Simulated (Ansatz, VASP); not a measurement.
Sr: VASP beside Ansatz

Contents of INCAR:

```
SYSTEM = Sr
PREC     = Accurate       ! precision mode
ENCUT    = 520            ! plane-wave cutoff, eV
EDIFF    = 1E-6           ! SCF threshold, eV
ISMEAR   = -1             ! smearing method
SIGMA    = 0.1            ! smearing width, eV
LREAL    = .FALSE.        ! projectors in reciprocal space
LASPH    = .TRUE.         ! aspherical terms in the spheres
NELM     = 80             ! most SCF steps
ALGO     = Normal         ! electronic algorithm
ISIF     = 2              ! what is computed and relaxed
LWAVE    = .FALSE.        ! write WAVECAR
LCHARG   = .TRUE.         ! write CHGCAR
GGA      = RP             ! functional
LELF     = .TRUE.         ! ELF
LVHAR    = .TRUE.       
NBANDS   = 11             ! bands
```

File KPOINTS:

```
Automatic mesh
0
G
  9 9 9
  0 0 0
```

The input POSCAR:

```
Sr
1.0
    3.8018437314      0.0000000000      0.0000000000
    0.0000000000      3.8018437314      0.0000000000
    0.0000000000      0.0000000000      3.8018437314
Sr
1
Direct
    0.0000000000      0.0000000000      0.0000000000
```

Input for Ansatz:

```yaml
crystal:
  lattice:
    - [3.8018437314, 0.0, 0.0]
    - [0.0, 3.8018437314, 0.0]
    - [0.0, 0.0, 3.8018437314]
  atoms:
    - { symbol: Sr, position: [0.0, 0.0, 0.0] }
hamiltonian:
  xc: rpbe
  pseudopotentials:
    kind: paw
    azcp:
      Sr: "pseudopotentials/Sr.paw.azcp"
basis:
  ecutwfc: 420
  fft_grid_basis: typed
kpoints:
  mp_grid: { grid: [9, 9, 9], shift: [0, 0, 0] }
magnetization:
  spin_polarized: false
scf:
  occupations: { method: fermi_dirac, width: 0.1 }
  lower_state_search: "off"
output:
  stress: true
```

Alike in both runs: task single point; functional RPBE; k mesh 9 × 9 × 9; occupations fermi-dirac, width 0.1 eV; no spin polarisation.

```csv
,VASP,Ansatz
version,VASP 6.6.1,Ansatz 0.2.0
potentials or method,"VASP PAW PBE potentials, release 64 (Sr_sv), cutoff 520 eV","plane waves (420 eV) with PAW, scalar-relativistic"
valence electrons in the cell,10,10
```

```tsv
	VASP	Ansatz	Ansatz less VASP
pressure (GPa)	0.9	0.9	0.00
```

VASP's potentials were made for PBE, not for RPBE. The functional is the same, so the differences come from potentials, cutoffs and numerics.
